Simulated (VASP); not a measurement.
# CuO (C2/c) in VASP: further runs

The runs below take CuO through single point, with PBE+U.

Everything below comes from runs of VASP 6.6.1. Logs are shortened: lines on timing, memory, paths and dates and some standing lists are left out, and cuts for length are marked.

### 1 The cell of the first run

Symmetry: C2/c, No. 15, monoclinic system. Conventional cell: a = 4.683 Å, b = 3.420 Å, c = 5.124 Å, α = 90.00°, β = 99.71°, γ = 90.00°. O (site symmetry 2) has 4 Cu at 1.95 to 1.96 Å within 2.6 Å. Within 2.6 Å of Cu (site symmetry -1) lie 4 O at 1.95 to 1.96 Å.

### 2 Single point, PBE+U, collinear spin, antiferromagnetic start

Contents of INCAR:

```
PREC = Accurate
ENCUT = 520
EDIFF = 1E-7
ISMEAR = -1
SIGMA = 0.1
LREAL = F
LASPH = T
NELM = 150
ALGO = Normal
ISIF = 2
LWAVE = F
LCHARG = T
ISPIN = 2
MAGMOM = 0 0 1 -1
LORBIT = 11
LMAXMIX = 4
LDAU = T
LDAUTYPE = 2
LDAUL = -1 2
LDAUU = 0 4
LDAUJ = 0 0
LDAUPRINT = 1
GGA = PE
LELF = T
LVHAR = T
NBANDS = 29
```

Contents of KPOINTS:

```
regular mesh
0
Gamma
  7 7 4
```

Contents of POSCAR:

```
CuO
1.0
    2.3415000000     -1.7101500000      0.0000000000
    2.3415000000      1.7101500000      0.0000000000
   -0.8640400000      0.0000000000      5.0511300000
O Cu
2 2
Direct
    0.5830000000      0.4170000000      0.2500000000
    0.4170000000      0.5830000000      0.7500000000
    0.0000000000      0.5000000000      0.0000000000
    0.5000000000      0.0000000000      0.5000000000
```

Potentials or basis: VASP PAW PBE potentials, release 64 (O, Cu).

On the command line:

```console
cat potpaw_PBE.64/O/POTCAR potpaw_PBE.64/Cu/POTCAR > POTCAR
mpirun -np 1 vasp_std > vasp.out
```

OUTCAR:

```text
PREC = Accurate
   ENCUT = 520
   EDIFF = 1E-7
   ISMEAR = -1
   LREAL = F
   LASPH = T
   NELM = 150
   ISIF = 2
   ISPIN = 2
   LORBIT = 11
   GGA = PE

 ion  position               nearest neighbor table
   1  0.583  0.417  0.250-   4 1.95   3 1.95   4 1.96   3 1.96
   2  0.417  0.583  0.750-   3 1.95   4 1.95   4 1.96   3 1.96
   3  0.000  0.500  0.000-   1 1.95   2 1.95   2 1.96   1 1.96
   4  0.500  0.000  0.500-   2 1.95   1 1.95   2 1.96   1 1.96

  LATTYP: Found a base centered monoclinic cell.
 ALAT       =     4.6830000000
 B/A-ratio  =     0.7303651505
 C/A-ratio  =     1.0942767383
 COS(beta)  =    -0.1686096874

  Lattice vectors:

 A1 = (   2.3415000000,  -1.7101500000,   0.0000000000)
 A2 = (   2.3415000000,   1.7101500000,   0.0000000000)
 A3 = (  -0.8640400000,   0.0000000000,   5.0511300000)

Analysis of symmetry for initial positions (statically):
=====================================================================
 Subroutine PRICEL returns:
 Original cell was already a primitive cell.

 Routine SETGRP: Setting up the symmetry group for a
 base centered monoclinic supercell.

 Subroutine GETGRP returns: Found  4 space group operations
 (whereof  2 operations were pure point group operations)
 out of a pool of  4 trial point group operations.

The static configuration has the point symmetry S_2 .
 The point group associated with its full space group is C_2h.

Analysis of symmetry for dynamics (positions and initial velocities):
=====================================================================
 Subroutine PRICEL returns:
 Original cell was already a primitive cell.

 Routine SETGRP: Setting up the symmetry group for a
 base centered monoclinic supercell.

 Subroutine GETGRP returns: Found  4 space group operations
 (whereof  2 operations were pure point group operations)
 out of a pool of  4 trial point group operations.

The dynamic configuration has the point symmetry S_2 .
 The point group associated with its full space group is C_2h.

Analysis of structural, dynamic, and magnetic symmetry:
=====================================================================
 Subroutine PRICEL returns:
 Original cell was already a primitive cell.

 Routine SETGRP: Setting up the symmetry group for a
 base centered monoclinic supercell.

 Subroutine GETGRP returns: Found  4 space group operations
 (whereof  2 operations were pure point group operations)
 out of a pool of  4 trial point group operations.

The overall configuration has the point symmetry S_2 .
 The point group associated with its full space group is C_2h.

 Subroutine INISYM returns: Found  4 space group operations
 (whereof  2 operations are pure point group operations),
 and found     1 'primitive' translations

----------------------------------------------------------------------------------------

                                     Primitive cell

  volume of cell :      40.4526

  direct lattice vectors                    reciprocal lattice vectors
     2.341500000 -1.710150000  0.000000000     0.213538330 -0.292372014  0.036527601
     2.341500000  1.710150000  0.000000000     0.213538330  0.292372014  0.036527601
    -0.864040000  0.000000000  5.051130000     0.000000000  0.000000000  0.197975503

  length of vectors
     2.899523284  2.899523284  5.124497966     0.363887728  0.363887728  0.197975503

  position of ions in fractional coordinates (direct lattice)
     0.583000000  0.417000000  0.250000000
     0.417000000  0.583000000  0.750000000
     0.000000000  0.500000000  0.000000000
     0.500000000  0.000000000  0.500000000

  ion indices of the primitive-cell ions
   primitive index   ion index
                 1           1
                 2           2
                 3           3
                 4           4

----------------------------------------------------------------------------------------

 KPOINTS: regular mesh

Automatic generation of k-mesh.
 Grid dimensions read from file:
 generate k-points for:    7    7    4

 Generating k-lattice:
[... 79 lines left out ...]
   IALGO  =     38    algorithm
   IMIX   =      4    mixing-type and parameters
     AMIX     =   0.40;   BMIX     =  1.00
     AMIX_MAG =   1.60;   BMIX_MAG =  1.00
  volume/ion in A,a.u.               =      10.11        68.25
  Fermi-wavevector in a.u.,A,eV,Ry     =   1.544966  2.919562 32.476004  2.386919
  Thomas-Fermi vector in A             =   2.650412
   LORBIT       =     11    0 simple, 1 ext, 2 COOP (PROOUT), +10 PAW based schemes
 LDA+U is selected, type is set to LDAUTYPE =  2
   angular momentum for each species LDAUL =    -1    2
   U (eV)           for each species LDAUU =   0.0  4.0
   J (eV)           for each species LDAUJ =   0.0  0.0
   GGA     = PE    functional components
   LHFCALC =     F    Hartree Fock is set to
   AEXX    =    0.0000 exact exchange contribution
   IVDW    =     0    specifies the selected vdW correction
[... 47 lines left out ...]

spin component  1

  0.9551 -0.0319 -0.0096 -0.0358  0.0121
 -0.0319  0.7960 -0.0023 -0.2399  0.0782
 -0.0096 -0.0023  0.9725 -0.0026 -0.0004
 -0.0358 -0.2399 -0.0026  0.6394  0.1084
  0.0121  0.0782 -0.0004  0.1084  0.9360

spin component  2

  0.9613 -0.0000 -0.0083  0.0072 -0.0021
 -0.0000  0.9809  0.0000  0.0184 -0.0064
 -0.0083  0.0000  0.9713 -0.0000 -0.0013
  0.0072  0.0184 -0.0000  0.9973 -0.0097
 -0.0021 -0.0064 -0.0013 -0.0097  0.9719

 occupancies and eigenvectors

  o =  0.4254  v =  0.0927  0.5659  0.0075  0.7788 -0.2542  0.0000  0.0000  0.0000  0.0000  0.0000      0.0000  0.0000  0.0000  0.0000  0.0000  0.0000  0.0000  0.0000  0.0000  0.0000
  o =  0.9535  v =  0.8581  0.1736  0.4295 -0.2064  0.0799  0.0000  0.0000  0.0000  0.0000  0.0000      0.0000  0.0000  0.0000  0.0000  0.0000  0.0000  0.0000  0.0000  0.0000  0.0000
  o =  0.9552  v =  0.0000  0.0000  0.0000  0.0000  0.0000  0.8556  0.1609  0.4431 -0.1955  0.0864      0.0000  0.0000  0.0000  0.0000  0.0000  0.0000  0.0000  0.0000  0.0000  0.0000
  o =  0.9683  v =  0.0000  0.0000  0.0000  0.0000  0.0000  0.0686  0.1367 -0.1867 -0.4008 -0.8838      0.0000  0.0000  0.0000  0.0000  0.0000  0.0000  0.0000  0.0000  0.0000  0.0000
  o =  0.9695  v =  0.0000  0.0000  0.0000  0.0000  0.0000  0.1170 -0.7977  0.2972  0.3755 -0.3474      0.0000  0.0000  0.0000  0.0000  0.0000  0.0000  0.0000  0.0000  0.0000  0.0000
  o =  0.9707  v = -0.0653  0.6743 -0.3639 -0.5719 -0.2856  0.0000  0.0000  0.0000  0.0000  0.0000      0.0000  0.0000  0.0000  0.0000  0.0000  0.0000  0.0000  0.0000  0.0000  0.0000
  o =  0.9713  v =  0.1466 -0.3884  0.0178 -0.0321 -0.9090  0.0000  0.0000  0.0000  0.0000  0.0000      0.0000  0.0000  0.0000  0.0000  0.0000  0.0000  0.0000  0.0000  0.0000  0.0000
  o =  0.9764  v =  0.0000  0.0000  0.0000  0.0000  0.0000 -0.4839  0.2419  0.8247 -0.1053 -0.1267      0.0000  0.0000  0.0000  0.0000  0.0000  0.0000  0.0000  0.0000  0.0000  0.0000
  o =  0.9780  v =  0.4788 -0.2099 -0.8263  0.1510  0.1454  0.0000  0.0000  0.0000  0.0000  0.0000      0.0000  0.0000  0.0000  0.0000  0.0000  0.0000  0.0000  0.0000  0.0000  0.0000
  o =  1.0133  v =  0.0000  0.0000  0.0000  0.0000  0.0000  0.1240  0.5105 -0.0161  0.8056 -0.2733      0.0000  0.0000  0.0000  0.0000  0.0000  0.0000  0.0000  0.0000  0.0000  0.0000

 number of electron      34.0000000 magnetization       0.0000000

 Free energy of the ion-electron system (eV)
  ---------------------------------------------------
  ext. energy  EPLUGINS =         0.00000000
  ---------------------------------------------------
  free energy    TOTEN  =       -17.24100859 eV

  energy without entropy =      -17.23796762  energy(sigma->0) =      -17.23948811

 E-fermi :   5.5103     XC(G=0): -11.8769

 val. band max:        5.2047121493   @ k =   0.0000   0.0000   0.0000
 cond. band min:       5.8049074980   @ k =   0.2857   0.1429   0.5000
 fundamental gap:      0.6001953486
 Fermi energy:         5.5102675829

 spin component 1

 k-point     1 :       0.0000    0.0000    0.0000
  band No.  band energies     occupation
      1     -14.0195      1.00000
      2     -12.6378      1.00000
      3      -2.6767      1.00000
      4      -1.3126      1.00000
      5       0.2254      1.00000
      6       0.7504      1.00000
[... 1529 lines left out ...]
     28      23.8302      0.00000
     29      25.6937      0.00000

 [... further k-points ...]
[... 5 lines left out ...]
  --------------------------------------------------------------------------------------
  -------------------------------------------------------------------------------------
  Total        0.9366166      1.1502356      1.1644025      0.0000000      0.0000000     -0.0196318
  in kB       37.0958674     45.5565135     46.1176112      0.0000000      0.0000000     -0.7775418
  external PRESSURE =      42.9233307 kB  Pullay stress =       0.0000000 kB

 VOLUME and BASIS-vectors are now :
 -----------------------------------------------------------------------------
  energy-cutoff  :      520.00
  volume of cell :       40.45
      direct lattice vectors                 reciprocal lattice vectors
     2.341500000 -1.710150000  0.000000000     0.213538330 -0.292372014  0.036527601
     2.341500000  1.710150000  0.000000000     0.213538330  0.292372014  0.036527601
    -0.864040000  0.000000000  5.051130000     0.000000000  0.000000000  0.197975503

 POSITION                                       TOTAL-FORCE (eV/Angst)
 -----------------------------------------------------------------------------------
      2.12549     -0.28388      1.26278         0.000000      0.046257      0.000000
      1.69347      0.28388      3.78835        -0.000000     -0.046257     -0.000000
      1.17075      0.85508      0.00000         0.000000     -0.000000      0.000000
      0.73873     -0.85508      2.52556         0.000000      0.000000      0.000000
 -----------------------------------------------------------------------------------
    total drift:                                0.000000     -0.000000     -0.000000

  FREE ENERGIE OF THE ION-ELECTRON SYSTEM (eV)
  ---------------------------------------------------
  free  energy   TOTEN  =       -17.2410085875 eV

  energy  without entropy=      -17.2379676249  energy(sigma->0) =      -17.23948811

 total charge

# of ion       s       p       d       tot
------------------------------------------
    1        1.562   3.428   0.000   4.990
    2        1.562   3.428   0.000   4.990
    3        0.376   0.389   9.161   9.926
    4        0.376   0.389   9.161   9.926
--------------------------------------------------
tot          3.876   7.634  18.321  29.832

 magnetization (x)

# of ion       s       p       d       tot
------------------------------------------
    1        0.000   0.000   0.000   0.000
    2        0.000   0.000   0.000   0.000
    3       -0.006  -0.007   0.584   0.570
    4        0.006   0.007  -0.584  -0.570
--------------------------------------------------
tot          0.000   0.000   0.000   0.000
```

Wall time 88 s (1 thread of AMD EPYC 9R45 (Zen 5), shared host); peak memory 0.21 GiB.

Results:

| Quantity | Value |
| --- | --- |
| Free energy | -17.2410 eV |
| Pressure | 4.3 GPa |
| Largest force | 0.046 eV/Å |
| Band gap on the k mesh | 0.60 eV, indirect (least direct gap 0.88 eV) |
| Net moment | 0.00 μB per cell |
| Site moments | O +0.00; Cu +0.57, -0.57 μB |
| Valence electrons inside the program's atomic spheres | O 4.99; Cu 9.93 |

Forces in eV/Å, atoms in the order of the input:
```
O    0.000  0.046  0.000
O    0.000 -0.046  0.000
Cu   0.000  0.000  0.000
Cu   0.000  0.000  0.000
```

Stress tensor (GPa, compression positive):
```
 3.71  0.00 -0.08
 0.00  4.56  0.00
-0.08  0.00  4.61
```

Levels at points of the mesh, in eV from the valence-band top:
Spin up:
```tsv
k point	band 15	band 16	band 17	band 18	band 19	band 20
(0.00, 0.00, 0.00)	-2.23	-1.90	0.00	1.84	2.07	6.65
(0.00, 0.00, 0.50)	-1.57	-1.52	-0.34	1.59	4.35	4.44
```
Spin down:
```
           k point  band 15  band 16  band 17  band 18  band 19  band 20
(0.00, 0.00, 0.00)    -2.23    -1.90     0.00     1.84     2.07     6.65
(0.00, 0.00, 0.50)    -1.57    -1.52    -0.34     1.59     4.35     4.44
```

Eigenvalues of the final occupation matrices:
```tsv
site	spin	trace	eigenvalues
site 3 d	1	4.88	0.96 0.97 0.97 0.98 1.01
site 3 d	2	4.30	0.43 0.95 0.97 0.97 0.98
site 4 d	1	4.30	0.43 0.95 0.97 0.97 0.98
site 4 d	2	4.88	0.96 0.97 0.97 0.98 1.01
```

(Part 1 of 2 ends here.)
